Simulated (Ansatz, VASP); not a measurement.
# Two plane-wave programs on Co

Contents of INCAR:

```
SYSTEM = Co
ALGO     = Normal         ! electronic algorithm
EDIFF    = 1E-7           ! SCF threshold, eV
ENCUT    = 520            ! plane-wave cutoff, eV
GGA      = PE             ! functional
ISIF     = 2              ! what is computed and relaxed
ISMEAR   = 1              ! smearing method
ISPIN    = 2              ! spin polarisation
LASPH    = .True.         ! aspherical terms in the spheres
LCHARG   = .False.        ! write CHGCAR
LMAXMIX  = 4              ! l up to which the mixer works
LORBIT   = 11             ! projections on sites
LREAL    = .False.        ! projectors in reciprocal space
LWAVE    = .False.        ! write WAVECAR
MAGMOM   = 2.5 2.5 2.5 2.5 ! initial moments
NBANDS   = 30             ! bands
NELM     = 150            ! most SCF steps
PREC     = Accurate       ! precision mode
SIGMA    = 0.05           ! smearing width, eV
```

The input KPOINTS:

```
k-points
0
Gamma
  10 10 3
  0 0 0
```

POSCAR

```
Co
1.0
    2.4705620000      0.0000000000      0.0000000000
   -1.2352810000      2.1395694536      0.0000000000
    0.0000000000      0.0000000000      8.0882340000
Co
4
Direct
    0.0000000000      0.0000000000      0.0000000000
    0.3333333333      0.6666666667      0.2500000000
    0.0000000000      0.0000000000      0.5000000000
    0.6666666667      0.3333333333      0.7500000000
```

Input for Ansatz:

```yaml
crystal:
  lattice:
    a: 2.470562
    b: 2.470562
    c: 8.088234
    alpha: 90.0
    beta: 90.0
    gamma: 120.0
  atoms:
    - { symbol: Co, position: [0.0, 0.0, 0.0] }
    - { symbol: Co, position: [0.3333333333333333, 0.6666666666666666, 0.25] }
    - { symbol: Co, position: [0.0, 0.0, 0.5] }
    - { symbol: Co, position: [0.6666666666666666, 0.3333333333333333, 0.75] }
basis:
  ecutwfc: 470.0
kpoints:
  mp_grid:
    grid: [10, 10, 3]
hamiltonian:
  xc: pbe
magnetization:
  spin_polarized: true
  per_species:
    Co: 2.5
scf:
  convergence:
    dr2_threshold: 1.0e-09
  occupations:
    method: cold
    width: 0.05
output:
  stress: true
```

Alike in both runs: task single point; functional PBE; k mesh 10 × 10 × 3; collinear spin.

```csv
,VASP,Ansatz
version,VASP 6.6.1,Ansatz 0.2.0
potentials or method,"VASP PAW PBE potentials, release 64 (Co), cutoff 520 eV","plane waves, PAW"
occupations,"methfessel-paxton of order 1, width 0.05 eV","cold, width 0.05 eV"
valence electrons in the cell,36,68
```

|  | VASP | Ansatz | Ansatz less VASP |
| --- | --- | --- | --- |
| pressure (GPa) | 4.0 | 4.8 | +0.77 |
| traceless stress, the component that is largest in VASP (GPa) | -2.26 | -2.27 | -0.010 |
| net moment per atom (μB) | 1.66 | 1.66 | +0.003 |
| size of the moment on the site where the two differ most (μB) | 1.68 | 1.74 | +0.060 |

Site moments also hang on the region over which each program counts them. VASP's potentials hold 36 valence electrons a cell and Ansatz's 68, so a difference there can come from the potentials and not from the codes. Ansatz's warnings: stability check not made, stress scf threshold loose.
